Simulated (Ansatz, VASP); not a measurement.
**NaSc3: VASP beside Ansatz**

```xyz
4
Lattice="4.7094 0.0000 0.0000 0.0000 4.7094 0.0000 0.0000 0.0000 4.6836" Properties=species:S:1:pos:R:3 pbc="T T T"
Na    0.0000    0.0000    0.0000
Sc    0.0000    2.3547    2.3418
Sc    2.3547    0.0000    2.3418
Sc    2.3547    2.3547    0.0000
```

Alike in both runs: functional PBE; k mesh 4 × 4 × 4; occupations gaussian, width 0.1 eV; no spin polarisation.

Ansatz relaxed the structure, and its values are those at the end. VASP's run is a single point on that final structure, the one shown.

|  | VASP | Ansatz |
| --- | --- | --- |
| version | VASP 6.6.1 | Ansatz 0.2.0 |
| potentials or method | VASP PAW PBE potentials, release 64 (Na_pv, Sc_sv), cutoff 500 eV | scalar-relativistic, plane waves, PAW |
| valence electrons in the cell | 40 | 42 |

|  | VASP | Ansatz | Ansatz less VASP |
| --- | --- | --- | --- |
| gap on the k mesh at the Fermi level (eV) | none | none | - |
| pressure (GPa) | 0.1 | 0.1 | 0.00 |

A gap of «none» marks a metal or a gap that the smearing closes. VASP's potentials hold 40 valence electrons a cell and Ansatz's 42, so a difference there can come from the potentials and not from the codes.
